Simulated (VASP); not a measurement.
# Cu (Fm-3m) in VASP: a series of runs

Cu is run at these levels: LDA, PBE, PBEsol; tasks: single point.

All numbers are computed with VASP 6.6.1; they aren't measurements. Logs are shortened: lines on timing, memory, paths and dates and some standing lists are left out, and cuts for length are marked.

## 1. The cell of the first run

The structure is cubic, space group Fm-3m (No. 225). The conventional cell has a = 3.546 Å, b = 3.546 Å, c = 3.546 Å, α = 90.00°, β = 90.00°, γ = 90.00°. Within 3.3 Å of Cu (site symmetry m-3m) lie 12 Cu at 2.51 Å.

## 2. Single point, LDA

The input, INCAR:

```
SYSTEM = Cu
ALGO = Normal ; EDIFF = 1E-6
ENCUT = 520 ; GGA = CA
ISIF = 2 ; ISMEAR = -1
LASPH = .TRUE. ; LCHARG = .FALSE.
LREAL = .FALSE. ; LWAVE = .FALSE.
NBANDS = 12 ; NELM = 60
PREC = Accurate ; SIGMA = 0.06
```

The input, KPOINTS:

```
k-points
0
G
  12 12 12
  0 0 0
```

The input, POSCAR:

```
Cu
1.0
    0.0000000000      1.7730200000      1.7730200000
    1.7730200000      0.0000000000      1.7730200000
    1.7730200000      1.7730200000      0.0000000000
Cu
1
Direct
    0.0000000000      0.0000000000      0.0000000000
```

Potentials or basis: VASP PAW LDA potentials, release 64 (Cu).

Command:

```bash
$ cat potpaw_LDA.64/Cu/POTCAR > POTCAR
$ mpirun -np 1 vasp_std > vasp.out
```

OUTCAR:

```text
SYSTEM = Cu
   EDIFF = 1E-6
   ENCUT = 520
   GGA = CA
   ISIF = 2
   ISMEAR = -1
   LASPH = .TRUE.
   LREAL = .FALSE.
   NELM = 60
   PREC = Accurate

 ion  position               nearest neighbor table
   1  0.000  0.000  0.000-

  LATTYP: Found a face centered cubic cell.
 ALAT       =     3.5460400000

  Lattice vectors:

 A1 = (   0.0000000000,   1.7730200000,   1.7730200000)
 A2 = (   1.7730200000,   0.0000000000,   1.7730200000)
 A3 = (   1.7730200000,   1.7730200000,   0.0000000000)

Analysis of symmetry for initial positions (statically):
=====================================================================
 Subroutine PRICEL returns:
 Original cell was already a primitive cell.

 Routine SETGRP: Setting up the symmetry group for a
 face centered cubic supercell.

 Subroutine GETGRP returns: Found 48 space group operations
 (whereof 48 operations were pure point group operations)
 out of a pool of 48 trial point group operations.

The static configuration has the point symmetry O_h .

Analysis of symmetry for dynamics (positions and initial velocities):
=====================================================================
 Subroutine PRICEL returns:
 Original cell was already a primitive cell.

 Routine SETGRP: Setting up the symmetry group for a
 face centered cubic supercell.

 Subroutine GETGRP returns: Found 48 space group operations
 (whereof 48 operations were pure point group operations)
 out of a pool of 48 trial point group operations.

The dynamic configuration has the point symmetry O_h .

 Subroutine INISYM returns: Found 48 space group operations
 (whereof 48 operations are pure point group operations),
 and found     1 'primitive' translations

----------------------------------------------------------------------------------------

                                     Primitive cell

  volume of cell :      11.1473

  direct lattice vectors                    reciprocal lattice vectors
     0.000000000  1.773020000  1.773020000    -0.282004715  0.282004715  0.282004715
     1.773020000  0.000000000  1.773020000     0.282004715 -0.282004715  0.282004715
     1.773020000  1.773020000  0.000000000     0.282004715  0.282004715 -0.282004715

  length of vectors
     2.507428930  2.507428930  2.507428930     0.488446495  0.488446495  0.488446495

  position of ions in fractional coordinates (direct lattice)
     0.000000000  0.000000000  0.000000000

  ion indices of the primitive-cell ions
   primitive index   ion index
                 1           1

----------------------------------------------------------------------------------------

 KPOINTS: k-points

Automatic generation of k-mesh.
 Grid dimensions read from file:
 generate k-points for:   12   12   12

 Generating k-lattice:

  Cartesian coordinates                     Fractional coordinates (reciprocal lattice)
    -0.023500393  0.023500393  0.023500393     0.083333333  0.000000000  0.000000000
     0.023500393 -0.023500393  0.023500393     0.000000000  0.083333333  0.000000000
     0.023500393  0.023500393 -0.023500393     0.000000000  0.000000000  0.083333333

  Length of vectors
     0.040703875  0.040703875  0.040703875

  Shift w.r.t. Gamma in fractional coordinates (k-lattice)
     0.000000000  0.000000000  0.000000000

 Subroutine IBZKPT returns following result:
 ===========================================

 Found     72 irreducible k-points:

 Following reciprocal coordinates:
            Coordinates               Weight
  0.000000  0.000000  0.000000      1.000000
  0.083333  0.000000  0.000000      8.000000
  0.166667  0.000000  0.000000      8.000000
  0.250000  0.000000  0.000000      8.000000
  0.333333  0.000000  0.000000      8.000000
  0.416667  0.000000  0.000000      8.000000
[... 16 lines left out ...]
  0.500000  0.166667  0.000000     24.000000
 -0.416667  0.166667  0.000000     24.000000
 [... further k-points ...]
   k-points           NKPTS =     72   k-points in BZ     NKDIM =     72   number of bands    NBANDS=     12
   number of dos      NEDOS =    301   number of ions     NIONS =      1
   total plane-waves  NPLWV =   8000
   dimension x,y,z NGX =    20 NGY =   20 NGZ =   20
   dimension x,y,z NGXF=    40 NGYF=   40 NGZF=   40
   ions per type =               1
   NGX,Y,Z   is equivalent  to a cutoff of  13.26, 13.26, 13.26 a.u.
   NGXF,Y,Z  is equivalent  to a cutoff of  26.52, 26.52, 26.52 a.u.
 SYSTEM =  Cu
   PREC   = accura    normal or accurate (medium, high low for compatibility)
   ISTART =      0    job   : 0-new  1-cont  2-samecut
   ICHARG =      2    charge: 1-file 2-atom 10-const
   ISPIN  =      1    spin polarized calculation?
   LNONCOLLINEAR =      F non collinear calculations
   LSORBIT =      F    spin-orbit coupling
   LASPH  =      T    aspherical Exc in radial PAW
   ENCUT  =  520.0 eV  38.22 Ry    6.18 a.u.   4.66  4.66  4.66*2*pi/ulx,y,z
   NELM   =     60;   NELMIN=  2; NELMDL= -5     # of ELM steps
   EDIFF  = 0.1E-05   stopping-criterion for ELM
   LREAL  =      F    real-space projection
   EDIFFG = 0.1E-04   stopping-criterion for IOM
   NSW    =      0    number of steps for IOM
   IBRION =     -1    ionic relax: 0-MD 1-quasi-New 2-CG
   NFREE  =      0    steps in history (QN), initial steepest desc. (CG)
   ISIF   =      2    stress and relaxation
   ISYM   =      2    0-nonsym 1-usesym 2-fastsym
   POTIM  = 0.5000    time-step for ionic-motion
   TEBEG  =    0.0;   TEEND  =   0.0 temperature during run
   PSTRESS=    0.0 pullay stress
   NELECT =      11.0000    total number of electrons
   NUPDOWN=      -1.0000    fix difference up-down
   EMIN   =  10.00;   EMAX   =-10.00  energy-range for DOS
   EFERMI =   0.00;   METHOD = LEGACY
   ISMEAR =    -1;   SIGMA  =   0.06  broadening in eV -4-tet -1-fermi 0-gaus
   EFERMI_NEDOS =   21; number of points for ismear=-14 and -15
   IALGO  =     38    algorithm
   IMIX   =      4    mixing-type and parameters
     AMIX     =   0.40;   BMIX     =  1.00
     AMIX_MAG =   1.60;   BMIX_MAG =  1.00
  volume/ion in A,a.u.               =      11.15        75.23
  Fermi-wavevector in a.u.,A,eV,Ry     =   1.629854  3.079978 36.142853  2.656425
  Thomas-Fermi vector in A             =   2.722252
   LORBIT       =      0    0 simple, 1 ext, 2 COOP (PROOUT), +10 PAW based schemes
   GGA     = CA    functional components
   LHFCALC =     F    Hartree Fock is set to
   AEXX    =    0.0000 exact exchange contribution
   IVDW    =     0    specifies the selected vdW correction
   LEPSILON=     F    determine dielectric tensor
   LRPA    =     F    only Hartree local field effects (RPA)
 non-spin polarized calculation
  energy-cutoff  :      520.00
  volume of cell :       11.15
 maximum number of plane-waves:       310
   NGX =  9   NGY =  9   NGZ =  9

 number of electron      11.0000011 magnetization

 Free energy of the ion-electron system (eV)
  ---------------------------------------------------
  ext. energy  EPLUGINS =         0.00000000
  ---------------------------------------------------
  free energy    TOTEN  =        -4.70382405 eV

  energy without entropy =       -4.70005425  energy(sigma->0) =       -4.70193915

 E-fermi :   8.0084     XC(G=0): -13.4443

 val. band max:        7.9079451548   @ k =   0.4167   0.4167   0.0000
 cond. band min:       8.0176157864   @ k =   0.5000   0.3333   0.1667
 fundamental gap:      0.1096706316
 Fermi energy:         8.0084282993

 k-point     1 :       0.0000    0.0000    0.0000
  band No.  band energies     occupation
      1      -1.7120      2.00000
      2       4.8227      2.00000
      3       4.8227      2.00000
      4       4.8227      2.00000
      5       5.7388      2.00000
      6       5.7388      2.00000
      7      31.2235      0.00000
      8      34.1506      0.00000
      9      34.1506      0.00000
     10      34.1506      0.00000
     11      36.7376      0.00000
     12      36.7376      0.00000

 k-point     2 :       0.0833    0.0000    0.0000
  band No.  band energies     occupation
      1      -1.4491      2.00000
      2       4.7651      2.00000
      3       4.8734      2.00000
      4       4.8734      2.00000
      5       5.7195      2.00000
      6       5.7195      2.00000
      7      29.5976      0.00000
      8      32.2367      0.00000
      9      33.4566      0.00000
     10      33.4566      0.00000
     11      37.7779      0.00000
     12      37.7779      0.00000

 k-point     3 :       0.1667    0.0000    0.0000
  band No.  band energies     occupation
      1      -0.6836      2.00000
      2       4.6310      2.00000
      3       4.9752      2.00000
      4       4.9752      2.00000
      5       5.7090      2.00000
      6       5.7090      2.00000
      7      25.3161      0.00000
      8      31.7555      0.00000
      9      32.4671      0.00000
     10      32.4671      0.00000
     11      38.6071      0.00000
     12      39.0785      0.00000

 k-point     4 :       0.2500    0.0000    0.0000
  band No.  band energies     occupation
      1       0.4866      2.00000
      2       4.5480      2.00000
      3       4.9966      2.00000
      4       4.9966      2.00000
      5       5.8260      2.00000
      6       5.8260      2.00000
      7      21.0083      0.00000
      8      31.1809      0.00000
      9      31.7073      0.00000
     10      31.7073      0.00000
     11      37.4902      0.00000
     12      37.4902      0.00000

 k-point     5 :       0.3333    0.0000    0.0000
  band No.  band energies     occupation
      1       1.7457      2.00000
      2       4.8304      2.00000
      3       4.9153      2.00000
      4       4.9153      2.00000
      5       6.0624      2.00000
      6       6.0624      2.00000
      7      17.0639      0.00000
      8      30.4706      0.00000
      9      31.2202      0.00000
     10      31.2202      0.00000
     11      35.6656      0.00000
     12      35.6656      0.00000
[... 228 lines left out ...]
      1       1.6647      2.00000
      2       4.1486      2.00000
      3       4.8849      2.00000
      4       5.3070      2.00000
      5       6.0937      2.00000
      6       6.1656      2.00000
      7      20.3276      0.00000
      8      26.5515      0.00000
      9      27.5341      0.00000
     10      29.5615      0.00000
     11      35.9281      0.00000
     12      41.0707      0.00000

 k-point    22 :       0.4167    0.1667    0.0000
  band No.  band energies     occupation
      1       2.6728      2.00000
      2       4.2617      2.00000
      3       4.7406      2.00000
      4       5.2298      2.00000
      5       6.3375      2.00000
      6       7.0404      2.00000
      7      16.5164      0.00000
      8      25.8536      0.00000
      9      26.3840      0.00000
     10      29.1336      0.00000
     11      39.1814      0.00000
     12      40.4506      0.00000

 k-point    23 :       0.5000    0.1667    0.0000
  band No.  band energies     occupation
      1       3.0812      2.00000
      2       4.3928      2.00000
      3       4.9155      2.00000
      4       5.1471      2.00000
      5       6.3808      2.00000
      6       8.5634      0.00019
      7      13.3650      0.00000
      8      24.3967      0.00000
      9      26.8325      0.00000
     10      29.1243      0.00000
     11      39.1576      0.00000
     12      39.5648      0.00000

 k-point    24 :      -0.4167    0.1667    0.0000
  band No.  band energies     occupation
      1       3.1392      2.00000
      2       4.4424      2.00000
      3       5.0082      2.00000
      4       5.1092      2.00000
      5       6.2508      2.00000
      6       9.1002      0.00000
      7      12.6618      0.00000
      8      23.3670      0.00000
      9      27.9062      0.00000
     10      29.5271      0.00000
     11      38.2450      0.00000
     12      39.0624      0.00000

 [... further k-points ...]

------------------------ aborting loop because EDIFF is reached ----------------------------------------

  FORCE on cell =-STRESS in cart. coord.  units (eV):
  Direction    XX          YY          ZZ          XY          YZ          ZX
  --------------------------------------------------------------------------------------
  -------------------------------------------------------------------------------------
  Total       -0.2373716     -0.2373716     -0.2373716      0.0000000      0.0000000     -0.0000000
  in kB      -34.1168078    -34.1168078    -34.1168078      0.0000000      0.0000000     -0.0000000
  external PRESSURE =     -34.1168078 kB  Pullay stress =       0.0000000 kB

 VOLUME and BASIS-vectors are now :
 -----------------------------------------------------------------------------
  energy-cutoff  :      520.00
  volume of cell :       11.15
      direct lattice vectors                 reciprocal lattice vectors
     0.000000000  1.773020000  1.773020000    -0.282004715  0.282004715  0.282004715
     1.773020000  0.000000000  1.773020000     0.282004715 -0.282004715  0.282004715
     1.773020000  1.773020000  0.000000000     0.282004715  0.282004715 -0.282004715

 POSITION                                       TOTAL-FORCE (eV/Angst)
 -----------------------------------------------------------------------------------
      0.00000      0.00000      0.00000         0.000000     -0.000000      0.000000
 -----------------------------------------------------------------------------------
    total drift:                                0.000000      0.000000      0.000000

  FREE ENERGIE OF THE ION-ELECTRON SYSTEM (eV)
  ---------------------------------------------------
  free  energy   TOTEN  =        -4.7038240546 eV

  energy  without entropy=       -4.7000542483  energy(sigma->0) =       -4.70193915
```

Run time: 5.5 s. Hardware: 1 thread of Intel Xeon Platinum 8559C (Emerald Rapids), shared host; peak memory 0.12 GiB.

Results:

| Quantity | Value |
| --- | --- |
| Free energy | -4.7038 eV |
| Pressure | -3.4 GPa |

Levels at points of the mesh, in eV from the Fermi level:
| k point | band 2 | band 3 | band 4 | band 5 | band 6 | band 7 | band 8 | band 9 | band 10 | band 11 |
| --- | --- | --- | --- | --- | --- | --- | --- | --- | --- | --- |
| (0.00, 0.00, 0.00) | -3.19 | -3.19 | -3.19 | -2.27 | -2.27 | 23.22 | 26.14 | 26.14 | 26.14 | 28.73 |
| (0.50, 0.00, 0.00) | -3.22 | -3.22 | -1.65 | -1.65 | -1.07 | 4.10 | 21.71 | 22.90 | 22.90 | 26.00 |
| (0.50, 0.50, 0.00) | -4.71 | -1.66 | -1.50 | -1.50 | 1.52 | 7.60 | 13.53 | 13.53 | 18.32 | 21.31 |

## 3. Single point, PBE

The input, INCAR:

```
  PREC = Accurate
  ENCUT = 520
  EDIFF = 1E-6
  ISMEAR = -1
  SIGMA = 0.06
  LREAL = F
  LASPH = T
  NELM = 60
  ALGO = Normal
  ISIF = 2
  LWAVE = F
  LCHARG = F
  GGA = PE
  NBANDS = 12
```

The input, KPOINTS:

```
Automatic mesh
0
Gamma
  12 12 12
```

POSCAR is that of step 2.

Potentials or basis: VASP PAW PBE potentials, release 64 (Cu).

Command:

```bash
$ cat potpaw_PBE.64/Cu/POTCAR > POTCAR
$ mpirun -np 1 vasp_std > vasp.out
```

Wall time 5.9 s (1 thread of Intel Xeon Platinum 8559C (Emerald Rapids), shared host); peak memory 0.12 GiB.

It converged, with:

```yaml
Free_energy: -3.6955 eV
Pressure: 12.2 GPa
```

Levels at points of the mesh, in eV from the Fermi level:
```csv
k point,band 3,band 4,band 5,band 6,band 7,band 8,band 9,band 10
"(0.00, 0.00, 0.00)",-3.15,-3.15,-2.25,-2.25,23.12,26.22,26.22,26.22
"(0.50, 0.00, 0.00)",-3.19,-1.63,-1.63,-1.11,4.12,21.58,23.05,23.05
"(0.50, 0.50, 0.00)",-1.65,-1.48,-1.48,1.52,7.59,13.60,13.60,18.24
```

## 4. Single point, PBEsol

The input, INCAR:

```
SYSTEM = Cu
PREC = Accurate
ENCUT = 520
EDIFF = 1E-7
ISMEAR = -1
SIGMA = 0.06
LREAL = .FALSE.
LASPH = .TRUE.
NELM = 60
ALGO = Normal
ISIF = 2
LWAVE = .FALSE.
LCHARG = .FALSE.
GGA = PS
NBANDS = 12
```

The input, KPOINTS:

```
regular mesh
0
G
  12 12 12
  0 0 0
```

POSCAR is that of step 3.

Command:

```bash
$ cat potpaw_PBE.64/Cu/POTCAR > POTCAR
$ mpirun -np 1 vasp_std > vasp.out
```

Wall time 6.1 s (1 thread of Intel Xeon Platinum 8559C (Emerald Rapids), shared host); peak memory 0.13 GiB.

Results (log left out):

| Quantity | Value |
| --- | --- |
| Free energy | -4.3048 eV |
| Pressure | 3.2 GPa |

Levels at points of the mesh, in eV from the Fermi level:
| k point | band 3 | band 4 | band 5 | band 6 | band 7 | band 8 | band 9 | band 10 |
| --- | --- | --- | --- | --- | --- | --- | --- | --- |
| (0.00, 0.00, 0.00) | -3.14 | -3.14 | -2.23 | -2.23 | 23.12 | 26.18 | 26.18 | 26.18 |
| (0.50, 0.00, 0.00) | -3.18 | -1.61 | -1.61 | -1.14 | 4.11 | 21.58 | 23.00 | 23.00 |
| (0.50, 0.50, 0.00) | -1.63 | -1.46 | -1.46 | 1.48 | 7.58 | 13.56 | 13.56 | 18.22 |

Caveat: the PAW data sets were made with another functional, which shifts forces and pressure a little.

## 5. Overview

| level | potentials or basis | gap on the mesh (eV) | pressure (GPa) |
| --- | --- | --- | --- |
| LDA | VASP PAW LDA potentials, release 64 (Cu) | none | -3.4 |
| PBE | VASP PAW PBE potentials, release 64 (Cu) | none | 12.2 |
| PBEsol | VASP PAW PBE potentials, release 64 (Cu) | none | 3.2 |

Alike in all rows: task single point; no spin polarisation; cell as given; k mesh 12 × 12 × 12; cutoff (eV) 520; smearing fermi-dirac 0.06 eV.

Caveats: the PAW data sets were made with another functional, which shifts forces and pressure a little (some runs).

Absolute energies hang on the potentials; compare differences alone.
